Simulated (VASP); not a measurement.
# BiTe (I4mm) in VASP: further runs, part 2 of 2

VASP 6.6.1. The steps go on from the part before.

## 3. Single point, PBE (mode 6 frozen in at -0.217 Å, normal strain along z +0.0467)

The input, INCAR:

```
ALGO = Normal
EDIFF = 1E-6
ENCUT = 520
GGA = PE
ISIF = 2
ISMEAR = 0
LASPH = True
LCHARG = False
LREAL = False
LWAVE = False
NBANDS = 18
NELM = 80
PREC = Accurate
SIGMA = 0.15
```

The input, KPOINTS:

```
k-points
0
Gamma
  12 12 12
```

The input, POSCAR:

```
BiTe
1.0
    0.0000000000      3.2511939987      3.4030247584
    3.2511939987      0.0000000000      3.4030247584
    3.2511939987      3.2511939987      0.0000000000
Bi Te
1 1
Direct
    0.0203484414      0.0203484414     -0.0203484414
    0.4666737820      0.4666737820      0.5333262180
```

Potentials or basis: VASP PAW PBE potentials, release 64 (Bi_d, Te).

Started as:

```sh
> cat potpaw_PBE.64/Bi_d/POTCAR potpaw_PBE.64/Te/POTCAR > POTCAR
> mpirun -np 1 vasp_std > vasp.out
```

OUTCAR:

```text
EDIFF = 1E-6
   ENCUT = 520
   GGA = PE
   ISIF = 2
   ISMEAR = 0
   LASPH = True
   LREAL = False
   NELM = 80
   PREC = Accurate

 ion  position               nearest neighbor table
   1  0.020  0.020  0.980-   2 3.04   2 3.27   2 3.27   2 3.27   2 3.27   2 3.77
   2  0.467  0.467  0.533-   1 3.04   1 3.27   1 3.27   1 3.27   1 3.27   1 3.77

  LATTYP: Found a body centered tetragonal cell.
 ALAT       =     4.5978826469
 C/A-ratio  =     1.4802573357

  Lattice vectors:

 A1 = (  -3.2511939987,   0.0000000000,   3.4030247584)
 A2 = (   3.2511939987,   0.0000000000,   3.4030247584)
 A3 = (   0.0000000000,   3.2511939987,  -3.4030247584)

Analysis of symmetry for initial positions (statically):
=====================================================================
 Subroutine PRICEL returns:
 Original cell was already a primitive cell.

 Routine SETGRP: Setting up the symmetry group for a
 body centered tetragonal supercell.

 Subroutine GETGRP returns: Found  8 space group operations
 (whereof  8 operations were pure point group operations)
 out of a pool of 16 trial point group operations.

The static configuration has the point symmetry C_4v.

Analysis of symmetry for dynamics (positions and initial velocities):
=====================================================================
 Subroutine PRICEL returns:
 Original cell was already a primitive cell.

 Routine SETGRP: Setting up the symmetry group for a
 body centered tetragonal supercell.

 Subroutine GETGRP returns: Found  8 space group operations
 (whereof  8 operations were pure point group operations)
 out of a pool of 16 trial point group operations.

The dynamic configuration has the point symmetry C_4v.

 Subroutine INISYM returns: Found  8 space group operations
 (whereof  8 operations are pure point group operations),
 and found     1 'primitive' translations

----------------------------------------------------------------------------------------

                                     Primitive cell

  volume of cell :      71.9417

  direct lattice vectors                    reciprocal lattice vectors
     0.000000000  3.251193999  3.403024758    -0.153789654  0.153789654  0.146928111
     3.251193999  0.000000000  3.403024758     0.153789654 -0.153789654  0.146928111
     3.251193999  3.251193999  0.000000000     0.153789654  0.153789654 -0.146928111

  length of vectors
     4.706467882  4.706467882  4.597882647     0.262469780  0.262469780  0.262469780

  position of ions in fractional coordinates (direct lattice)
     0.020348441  0.020348441  0.979651559
     0.466673782  0.466673782  0.533326218

  ion indices of the primitive-cell ions
   primitive index   ion index
                 1           1
                 2           2

----------------------------------------------------------------------------------------

 KPOINTS: k-points

Automatic generation of k-mesh.
 Grid dimensions read from file:
 generate k-points for:   12   12   12

 Generating k-lattice:

  Cartesian coordinates                     Fractional coordinates (reciprocal lattice)
    -0.012815804  0.012815804  0.012244009     0.083333333  0.000000000  0.000000000
     0.012815804 -0.012815804  0.012244009     0.000000000  0.083333333  0.000000000
     0.012815804  0.012815804 -0.012244009     0.000000000  0.000000000  0.083333333

  Length of vectors
     0.021872482  0.021872482  0.021872482

  Shift w.r.t. Gamma in fractional coordinates (k-lattice)
     0.000000000  0.000000000  0.000000000

 Subroutine IBZKPT returns following result:
 ===========================================

 Found    163 irreducible k-points:

 Following reciprocal coordinates:
            Coordinates               Weight
  0.000000  0.000000  0.000000      1.000000
  0.083333  0.000000  0.000000      8.000000
  0.166667  0.000000  0.000000      8.000000
  0.250000  0.000000  0.000000      8.000000
  0.333333  0.000000  0.000000      8.000000
  0.416667  0.000000  0.000000      8.000000
[... 16 lines left out ...]
  0.500000  0.166667  0.000000      8.000000
 -0.416667  0.166667  0.000000      8.000000
 [... further k-points ...]
   k-points           NKPTS =    163   k-points in BZ     NKDIM =    163   number of bands    NBANDS=     18
   number of dos      NEDOS =    301   number of ions     NIONS =      2
   total plane-waves  NPLWV =  46656
   dimension x,y,z NGX =    36 NGY =   36 NGZ =   36
   dimension x,y,z NGXF=    72 NGYF=   72 NGZF=   72
   ions per type =               1   1
   NGX,Y,Z   is equivalent  to a cutoff of  12.72, 12.72, 13.02 a.u.
   NGXF,Y,Z  is equivalent  to a cutoff of  25.43, 25.43, 26.03 a.u.
 SYSTEM =  unknown system
   PREC   = accura    normal or accurate (medium, high low for compatibility)
   ISTART =      0    job   : 0-new  1-cont  2-samecut
   ICHARG =      2    charge: 1-file 2-atom 10-const
   ISPIN  =      1    spin polarized calculation?
   LNONCOLLINEAR =      F non collinear calculations
   LSORBIT =      F    spin-orbit coupling
   LASPH  =      T    aspherical Exc in radial PAW
   ENCUT  =  520.0 eV  38.22 Ry    6.18 a.u.   8.75  8.75  8.55*2*pi/ulx,y,z
   NELM   =     80;   NELMIN=  2; NELMDL= -5     # of ELM steps
   EDIFF  = 0.1E-05   stopping-criterion for ELM
   LREAL  =      F    real-space projection
   EDIFFG = 0.1E-04   stopping-criterion for IOM
   NSW    =      0    number of steps for IOM
   IBRION =     -1    ionic relax: 0-MD 1-quasi-New 2-CG
   NFREE  =      0    steps in history (QN), initial steepest desc. (CG)
   ISIF   =      2    stress and relaxation
   ISYM   =      2    0-nonsym 1-usesym 2-fastsym
   POTIM  = 0.5000    time-step for ionic-motion
   TEBEG  =    0.0;   TEEND  =   0.0 temperature during run
   PSTRESS=    0.0 pullay stress
   NELECT =      21.0000    total number of electrons
   NUPDOWN=      -1.0000    fix difference up-down
   EMIN   =  10.00;   EMAX   =-10.00  energy-range for DOS
   EFERMI =   0.00;   METHOD = LEGACY
   ISMEAR =     0;   SIGMA  =   0.15  broadening in eV -4-tet -1-fermi 0-gaus
   EFERMI_NEDOS =   21; number of points for ismear=-14 and -15
   IALGO  =     38    algorithm
   IMIX   =      4    mixing-type and parameters
     AMIX     =   0.40;   BMIX     =  1.00
     AMIX_MAG =   1.60;   BMIX_MAG =  1.00
  volume/ion in A,a.u.               =      35.97       242.74
  Fermi-wavevector in a.u.,A,eV,Ry     =   1.085978  2.052201 16.046002  1.179348
  Thomas-Fermi vector in A             =   2.222104
   LORBIT       =      0    0 simple, 1 ext, 2 COOP (PROOUT), +10 PAW based schemes
   GGA     = PE    functional components
   LHFCALC =     F    Hartree Fock is set to
   AEXX    =    0.0000 exact exchange contribution
   IVDW    =     0    specifies the selected vdW correction
   LEPSILON=     F    determine dielectric tensor
   LRPA    =     F    only Hartree local field effects (RPA)
 non-spin polarized calculation
 Gauss-broadening in eV      SIGMA  =   0.15
  energy-cutoff  :      520.00
  volume of cell :       71.94
 maximum number of plane-waves:      1964
   NGX = 17   NGY = 17   NGZ = 17

 number of electron      21.0000001 magnetization

 Free energy of the ion-electron system (eV)
  ---------------------------------------------------
  ext. energy  EPLUGINS =         0.00000000
  ---------------------------------------------------
  free energy    TOTEN  =        -7.06201803 eV

  energy without entropy =       -7.04451610  energy(sigma->0) =       -7.05326706

 E-fermi :   6.1065     XC(G=0):  -9.1455

 val. band max:        6.1049848153   @ k =  -0.2500   0.2500   0.5000
 cond. band min:       6.1146885997   @ k =  -0.2500  -0.0000   0.1667
 fundamental gap:      0.0097037844
 Fermi energy:         6.1064799160

 k-point     1 :       0.0000    0.0000    0.0000
  band No.  band energies     occupation
      1     -17.1779      2.00000
      2     -17.1611      2.00000
      3     -17.1611      2.00000
      4     -17.1388      2.00000
      5     -17.1383      2.00000
      6      -7.2856      2.00000
[... 10 lines left out ...]
     17      11.4101      0.00000
     18      12.5697      0.00000

 k-point     2 :       0.0833    0.0000    0.0000
  band No.  band energies     occupation
      1     -17.1780      2.00000
      2     -17.1610      2.00000
      3     -17.1608      2.00000
      4     -17.1385      2.00000
      5     -17.1385      2.00000
      6      -7.2290      2.00000
[... 10 lines left out ...]
     17      11.8016      0.00000
     18      12.9870      0.00000
[... 442 lines left out ...]
 k-point    24 :      -0.4167    0.1667    0.0000
  band No.  band energies     occupation
      1     -17.1809      2.00000
      2     -17.1584      2.00000
      3     -17.1569      2.00000
      4     -17.1403      2.00000
      5     -17.1348      2.00000
      6      -5.6049      2.00000
[... 10 lines left out ...]
     17      14.7599      0.00000
     18      16.1401      0.00000

 [... further k-points ...]
[... 5 lines left out ...]
  --------------------------------------------------------------------------------------
  -------------------------------------------------------------------------------------
  Total       -0.0165032     -0.0165032     -0.2540726      0.0000000      0.0000000     -0.0000000
  in kB       -0.3675344     -0.3675344     -5.6583209      0.0000000      0.0000000     -0.0000000
  external PRESSURE =      -2.1311299 kB  Pullay stress =       0.0000000 kB

 VOLUME and BASIS-vectors are now :
 -----------------------------------------------------------------------------
  energy-cutoff  :      520.00
  volume of cell :       71.94
      direct lattice vectors                 reciprocal lattice vectors
     0.000000000  3.251193999  3.403024758    -0.153789654  0.153789654  0.146928111
     3.251193999  0.000000000  3.403024758     0.153789654 -0.153789654  0.146928111
     3.251193999  3.251193999  0.000000000     0.153789654  0.153789654 -0.146928111

 POSITION                                       TOTAL-FORCE (eV/Angst)
 -----------------------------------------------------------------------------------
      3.25119      3.25119      0.13849         0.000000      0.000000     -0.539467
      3.25119      3.25119      3.17620         0.000000      0.000000      0.539467
 -----------------------------------------------------------------------------------
    total drift:                                0.000000      0.000000      0.000660

  FREE ENERGIE OF THE ION-ELECTRON SYSTEM (eV)
  ---------------------------------------------------
  free  energy   TOTEN  =        -7.0620180279 eV

  energy  without entropy=       -7.0445160983  energy(sigma->0) =       -7.05326706
```

stdout:

```text
POSCAR found type information on POSCAR BiTe
 POSCAR found :  2 types and       2 ions
 scaLAPACK will be used
 LDA part: xc-table for (Slater+PW92), standard interpolation
 POSCAR, INCAR and KPOINTS ok, starting setup
 FFT: planning ... GRIDC
 FFT: planning ... GRID_SOFT
 FFT: planning ... GRID
 WAVECAR not read
 entering main loop
```

It took 1.9 min on 1 thread of AMD EPYC 9R45 (Zen 5), shared host; peak memory 0.33 GiB.

What came out:

```
Free energy   : -7.0620 eV
Pressure      : -0.2 GPa
Largest force : 0.539 eV/Å
```

Forces in eV/Å, atoms in the order of the input:
```
Bi   0.000  0.000 -0.539
Te   0.000  0.000  0.539
```

Stress tensor (GPa, compression positive):
```
-0.04  0.00  0.00
 0.00 -0.04  0.00
 0.00  0.00 -0.57
```

Levels at points of the mesh, in eV from the Fermi level:
```tsv
k point	band 7	band 8	band 9	band 10	band 11	band 12	band 13	band 14
(0.00, 0.00, 0.00)	-8.41	-2.59	-2.59	-2.54	1.46	1.71	1.71	4.46
(0.50, 0.00, 0.00)	-10.93	-2.65	-1.98	-1.98	-0.64	-0.53	-0.04	6.61
(0.50, 0.50, 0.00)	-10.25	-5.09	-3.85	-3.85	2.37	3.31	3.31	4.20
(0.50, 0.00, 0.50)	-10.13	-5.46	-4.04	-3.76	1.41	2.87	4.39	4.52
```

Caveat: the cell differs from its parent crystal (mode 6 frozen in at -0.217 Å, normal strain along z +0.0467); spin-orbit coupling is left out, which moves the levels of the heavy elements.
